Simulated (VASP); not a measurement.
Set up this calculation in VASP 6.6.1, as the native input.

```yaml
Task: single point
Functional: revPBE
Potentials_or_basis: VASP PAW PBE potentials, release 64 (Te)
Cutoff: 500 eV
k_mesh: 8 × 8 × 11
Occupations: fermi-dirac, width 0.1 eV
Spin: no spin polarisation
Dipole_correction: no
Further_INCAR_settings: ALGO = Normal; EDIFF = 1e-06; NBANDS = 16
```

The structure of Te lies in POSCAR:

```
Te
1.0
    5.8017192239      0.0000000000      0.0000000000
   -2.9008596119      5.0244362335      0.0000000000
    0.0000000000      0.0000000000      3.4113155332
Te
3
Direct
    0.0000000000      0.0000000000      0.0000000000
    0.3333333333      0.6666666667      0.5000000000
    0.6666666667      0.3333333333      0.5000000000
```

This isn't the form of Te at room conditions, which is trigonal, of chains.

One way to write it, as run:

INCAR

```
PREC = Accurate
ENCUT = 500
EDIFF = 1E-6
ISMEAR = -1
SIGMA = 0.1
LREAL = False
LASPH = True
NELM = 120
ALGO = Normal
ISIF = 2
LWAVE = False
LCHARG = True
GGA = RE
LELF = True
LVHAR = True
NBANDS = 16
GGA_COMPAT = False
```

KPOINTS

```
regular mesh
0
Gamma
  8 8 11
```

Potentials or basis: VASP PAW PBE potentials, release 64 (Te).

Launch:

```console
$ cat potpaw_PBE.64/Te/POTCAR > POTCAR
$ mpirun -np 1 vasp_std > vasp.out
```

Results of the run:

| Property | Result |
| --- | --- |
| Pressure | -4.3 GPa |
| Band gap on the k mesh | zero (bands 9 and 10 overlap by 4.00 eV) |

Caveat: the cell stands under tension; the PAW data sets were made with another functional, which shifts forces and pressure a little; spin-orbit coupling is left out, which moves the levels of the heavy elements.

Run time: 86 s on 1 thread of Oxide Virtual Turin-like Processor, with other jobs on the host, peak memory 0.21 GiB.
